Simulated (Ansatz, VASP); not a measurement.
## One calculation of SrCl2, two programs

```
Sr Cl
1.0
     0.00000    3.42776    3.42776
     3.42776    0.00000    3.42776
     3.42776    3.42776    0.00000
Sr Cl
1 2
Cartesian
  0.0000 0.0000 0.0000
  1.7139 1.7139 1.7139
  5.1416 5.1416 5.1416
```

Change from the starting cell: hydrostatic strain -2.0%.

Alike in both runs: task single point; functional HSE06; k mesh 4 × 4 × 4; no spin polarisation.

|  | VASP | Ansatz |
| --- | --- | --- |
| version | VASP 6.6.1 | Ansatz 0.2.0 |
| potentials or method | VASP PAW PBE potentials, release 64 (Sr_sv, Cl) | plane waves, PAW |
| plane-wave cutoff (eV) | 520 | 420 |
| occupations | gaussian, width 0.01 eV | fixed |
| valence electrons in the cell | 24 | 24 |

VASP gave:

```
gap on the k mesh at the Fermi level (eV) : 6.78
pressure (GPa)                            : 2.8
```

Problem. Which values does Ansatz return?

Solution. gap on the k mesh at the Fermi level (eV): 6.80; pressure (GPa): 2.7.

Ansatz's warnings: stress exchange threshold loose, stress scf threshold loose.
